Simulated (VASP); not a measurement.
# Zn15S16 (a cell with a defect) in VASP: a series of runs, part 2 of 2

VASP 6.6.1. Earlier steps stand in the parts before.

### 3 Single point, PBE

Contents of INCAR:

```
PREC = Accurate
ENCUT = 520
EDIFF = 1E-7
ISMEAR = 0
SIGMA = 0.02
LREAL = Auto
LASPH = T
NELM = 80
ALGO = Normal
ISIF = 2
LWAVE = F
LCHARG = T
GGA = PE
LELF = T
LVHAR = T
NBANDS = 159
NELECT = 278.0
```

Contents of KPOINTS:

```
Automatic mesh
0
Gamma
  2 2 2
  0.5 0.5 0.5
```

Contents of POSCAR:

```
Zn15S16
1.0
   -5.4423087611     -5.4423087611      5.4423087611
    5.4423087611     -5.4423087611     -5.4423087611
    5.4423087611      5.4423087611      5.4423087611
Zn S
15 16
Direct
   -0.0021772929      0.0000000000      0.9904139468
    0.4904138330      0.7478226941      0.7499999870
    0.2500000569      0.7478226941     -0.0095860971
    0.0095860971      0.7595860840      0.2574088611
    0.7499999870      0.0000000000      0.2500000569
    0.4904139249      0.0000000000      0.4978227291
   -0.0021772929      0.2404139599      0.7499999870
    0.7499999870      0.4999999301      0.7499999870
    0.5021773148      0.4925912177      0.0021772929
    0.2499999650      0.4999999301      0.2499999650
    0.0095860971      0.5074088261      0.5095861190
    0.7574087912      0.7595860840      0.5095860271
    0.7425911828      0.2521773498      0.0021772929
    0.5021772229      0.2521772579      0.2425911608
    0.2499999650      0.2404138680      0.4978226372
    0.2500000569      0.7558197597      0.7500000789
    0.0002688197      0.7502688067      0.9990297755
    0.4997312022      0.4987610257      0.7500000789
    0.2500000569      0.4987610257      0.9997312242
    0.0009701765      0.5012389263      0.2512389613
    0.7512389832      0.7509701635      0.2512389613
    0.4990298455      0.7502688067      0.5002687498
    0.0058196808      0.0000000000      0.7499999870
    0.7487609908      0.2497311453      0.7499999870
    0.4941802492      0.2441802842      0.9941802712
    0.2499999650      0.2497311453      0.2487609688
    0.0002688197      0.2490298804      0.5002688417
    0.7512389832      0.5012389263      0.5009701984
    0.7487610826      0.0000000000      0.9997312242
    0.4997312022      0.0000000000      0.2487610607
    0.2499999650      0.0000000000      0.5058197028
```

Potentials or basis: VASP PAW PBE potentials, release 64 (Zn, S).

Launch:

```bash
cat potpaw_PBE.64/Zn/POTCAR potpaw_PBE.64/S/POTCAR > POTCAR
mpirun -np 1 vasp_std > vasp.out
```

OUTCAR:

```text
PREC = Accurate
   ENCUT = 520
   EDIFF = 1E-7
   ISMEAR = 0
   LREAL = Auto
   LASPH = T
   NELM = 80
   ISIF = 2
   GGA = PE
   NELECT = 278.0

 ion  position               nearest neighbor table
   1  0.998  0.000  0.990-  23 2.29  29 2.38  26 2.39  17 2.39
   2  0.490  0.748  0.750-  16 2.29  18 2.38  29 2.39  22 2.39
   3  0.250  0.748  0.990-  16 2.29  19 2.38  30 2.39  17 2.39
   4  0.010  0.760  0.257-  31 2.29  17 2.38  21 2.39  20 2.39
   5  0.750  0.000  0.250-  30 2.36  21 2.36  27 2.36  29 2.36
   6  0.490  0.000  0.498-  31 2.29  30 2.38  24 2.39  22 2.39
   7  0.998  0.240  0.750-  23 2.29  24 2.38  27 2.39  19 2.39
   8  0.750  0.500  0.750-  28 2.36  24 2.36  17 2.36  18 2.36
   9  0.502  0.493  0.002-  25 2.29  21 2.38  18 2.39  19 2.39
  10  0.250  0.500  0.250-  20 2.36  26 2.36  19 2.36  22 2.36
  11  0.010  0.507  0.510-  16 2.29  27 2.38  28 2.39  20 2.39
  12  0.757  0.760  0.510-  23 2.29  22 2.38  21 2.39  28 2.39
  13  0.743  0.252  0.002-  25 2.29  20 2.38  24 2.39  29 2.39
  14  0.502  0.252  0.243-  25 2.29  28 2.38  26 2.39  30 2.39
  15  0.250  0.240  0.498-  31 2.29  26 2.38  27 2.39  18 2.39
  16  0.250  0.756  0.750-   2 2.29   3 2.29  11 2.29
  17  0.000  0.750  0.999-   8 2.36   4 2.38   1 2.39   3 2.39
  18  0.500  0.499  0.750-   8 2.36   2 2.38   9 2.39  15 2.39
  19  0.250  0.499  1.000-  10 2.36   3 2.38   9 2.39   7 2.39
  20  0.001  0.501  0.251-  10 2.36  13 2.38  11 2.39   4 2.39
  21  0.751  0.751  0.251-   5 2.36   9 2.38  12 2.39   4 2.39
  22  0.499  0.750  0.500-  10 2.36  12 2.38   6 2.39   2 2.39
  23  0.006  0.000  0.750-  12 2.29   1 2.29   7 2.29
  24  0.749  0.250  0.750-   8 2.36   7 2.38   6 2.39  13 2.39
  25  0.494  0.244  0.994-   9 2.29  13 2.29  14 2.29
  26  0.250  0.250  0.249-  10 2.36  15 2.38   1 2.39  14 2.39
  27  0.000  0.249  0.500-   5 2.36  11 2.38   7 2.39  15 2.39
  28  0.751  0.501  0.501-   8 2.36  14 2.38  11 2.39  12 2.39
  29  0.749  0.000  1.000-   5 2.36   1 2.38   2 2.39  13 2.39
  30  0.500  0.000  0.249-   5 2.36   6 2.38   3 2.39  14 2.39
  31  0.250  0.000  0.506-   4 2.29  15 2.29   6 2.29

  LATTYP: Found a body centered cubic cell.
 ALAT       =    10.8846175222

  Lattice vectors:

[... 201 lines left out ...]
  volume of cell :      644.78
 maximum number of plane-waves:     17388
 NGX is ok and might be reduce to    70
   NGX = 35   NGY = 35   NGZ = 35

 number of electron     278.0000094 magnetization

 Free energy of the ion-electron system (eV)
  ---------------------------------------------------
  ext. energy  EPLUGINS =         0.00000000
  ---------------------------------------------------
  free energy    TOTEN  =      -101.07408089 eV

  energy without entropy =     -101.07408089  energy(sigma->0) =     -101.07408089

 E-fermi :   1.8351     XC(G=0):  -9.4425

 val. band max:        1.7002525954   @ k =   0.2500   0.2500   0.2500
 cond. band min:       4.9699858667   @ k =  -0.2500   0.2500   0.2500
 fundamental gap:      3.2697332713
 Fermi energy:         1.8351435364

 k-point     1 :       0.2500    0.2500    0.2500
  band No.  band energies     occupation
      1     -10.8751      2.00000
      2     -10.8751      2.00000
      3     -10.8751      2.00000
      4     -10.6638      2.00000
      5     -10.2916      2.00000
      6     -10.2916      2.00000
[... 143 lines left out ...]
    150       6.0045      0.00000
    151       6.0045      0.00000

 k-point     2 :      -0.2500    0.2500    0.2500
  band No.  band energies     occupation
      1     -11.0839      2.00000
      2     -10.6881      2.00000
      3     -10.6152      2.00000
      4     -10.6152      2.00000
      5     -10.5655      2.00000
      6     -10.3984      2.00000
[... 143 lines left out ...]
    150       6.3931      0.00000
    151       6.3931      0.00000
 [bands above 151 left out]

------------------------ aborting loop because EDIFF is reached ----------------------------------------

  FORCE on cell =-STRESS in cart. coord.  units (eV):
  Direction    XX          YY          ZZ          XY          YZ          ZX
  --------------------------------------------------------------------------------------
  -------------------------------------------------------------------------------------
  Total       14.0146918     14.0146918     14.0146918     -0.0000000      0.0000000      0.0000000
  in kB       34.8244776     34.8244776     34.8244776     -0.0000000      0.0000000      0.0000000
  external PRESSURE =      34.8244776 kB  Pullay stress =       0.0000000 kB

 VOLUME and BASIS-vectors are now :
 -----------------------------------------------------------------------------
  energy-cutoff  :      520.00
  volume of cell :      644.78
      direct lattice vectors                 reciprocal lattice vectors
    -5.442308761 -5.442308761  5.442308761     0.000000000 -0.091872773  0.091872773
     5.442308761 -5.442308761 -5.442308761     0.091872773 -0.091872773  0.000000000
     5.442308761  5.442308761  5.442308761     0.091872773  0.000000000  0.091872773

 POSITION                                       TOTAL-FORCE (eV/Angst)
 -----------------------------------------------------------------------------------
     -0.04032     -0.04032     10.82060         0.004614      0.004614     -0.009374
      5.48263     -2.65713      2.68083        -0.004614      0.009374      0.004614
      8.09944     -0.04032      2.68083        -0.009374      0.004614      0.004614
      5.48263     -2.78517     -2.68083        -0.004614     -0.009374     -0.004614
     -2.72115     -2.72115      5.44231        -0.000000     -0.000000      0.000000
      0.04032      0.04032      5.37829        -0.004614     -0.004614     -0.009374
[... 23 lines left out ...]
     -1.36586     -1.36586      4.07353         0.013293      0.013293      0.010212
      1.39225      1.39225      4.11340         0.012393      0.012393      0.012393
 -----------------------------------------------------------------------------------
    total drift:                                0.002501      0.002020      0.001384

  FREE ENERGIE OF THE ION-ELECTRON SYSTEM (eV)
  ---------------------------------------------------
  free  energy   TOTEN  =      -101.0740808886 eV

  energy  without entropy=     -101.0740808886  energy(sigma->0) =     -101.07408089
```

OSZICAR:

```text
N       E                     dE             d eps       ncg     rms          rms(c)
DAV:   1     0.277516260413E+04    0.27752E+04   -0.12130E+05   636   0.207E+03
DAV:   2     0.448459517661E+03   -0.23267E+04   -0.22700E+04   636   0.526E+02
DAV:   3    -0.609118713725E+02   -0.50937E+03   -0.49324E+03   690   0.203E+02
[... 14 lines left out ...]
DAV:  18    -0.101074081505E+03   -0.14668E-05   -0.15454E-05   848   0.191E-02    0.150E-02
DAV:  19    -0.101074081697E+03   -0.19196E-06   -0.12864E-06   728   0.418E-03    0.147E-02
DAV:  20    -0.101074081363E+03    0.33385E-06   -0.18023E-06   760   0.172E-02    0.484E-03
DAV:  21    -0.101074080952E+03    0.41091E-06   -0.16403E-06   776   0.405E-03    0.310E-03
DAV:  22    -0.101074080889E+03    0.63839E-07   -0.21460E-07   400   0.299E-03
   1 F= -.10107408E+03 E0= -.10107408E+03  d E =-.148236E-21
```

stdout:

```text
POSCAR found type information on POSCAR ZnS
 POSCAR found :  2 types and      31 ions
 scaLAPACK will be used
 LDA part: xc-table for (Slater+PW92), standard interpolation
 POSCAR, INCAR and KPOINTS ok, starting setup
 FFT: planning ... GRIDC
 FFT: planning ... GRID_SOFT
 FFT: planning ... GRID
 WAVECAR not read
 entering main loop
 the old and the new charge density differ
 old charge density:   276.00000 new  278.00001
    0.268E+01
```

It took 12 min on 1 thread of Intel Xeon Platinum 8488C (Sapphire Rapids), shared host; peak memory 0.74 GiB.

What came out:

* Free energy: -101.0741 eV
* Largest force: 0.021 eV/Å

Forces in eV/Å, atoms in the order of the input:
```
Zn   0.005  0.005 -0.009
Zn  -0.005  0.009  0.005
Zn  -0.009  0.005  0.005
Zn  -0.005 -0.009 -0.005
Zn   0.000  0.000  0.000
Zn  -0.005 -0.005 -0.009
Zn   0.005  0.009 -0.005
Zn   0.000  0.000  0.000
Zn   0.005 -0.005  0.009
Zn   0.000  0.000  0.000
Zn  -0.005  0.005  0.009
Zn   0.009  0.005 -0.005
Zn   0.009 -0.005  0.005
Zn   0.005 -0.009  0.005
Zn  -0.009 -0.005 -0.005
S    0.012 -0.012 -0.012
S    0.013  0.010  0.013
S    0.013 -0.010 -0.013
S    0.010 -0.013 -0.013
S   -0.010  0.013 -0.013
S   -0.013  0.013 -0.010
S   -0.010 -0.013  0.013
S   -0.012 -0.012  0.012
S   -0.013 -0.010  0.013
S   -0.012  0.012 -0.012
S    0.010  0.013  0.013
S    0.013 -0.013 -0.010
S   -0.013  0.010 -0.013
S   -0.013 -0.013  0.010
S    0.013  0.013  0.010
S    0.012  0.012  0.012
```

Caveat: the cell carries a net charge on a neutralising background, which shifts energy and pressure; the cell is charged against a uniform background, so pressure and absolute levels hang on convention.
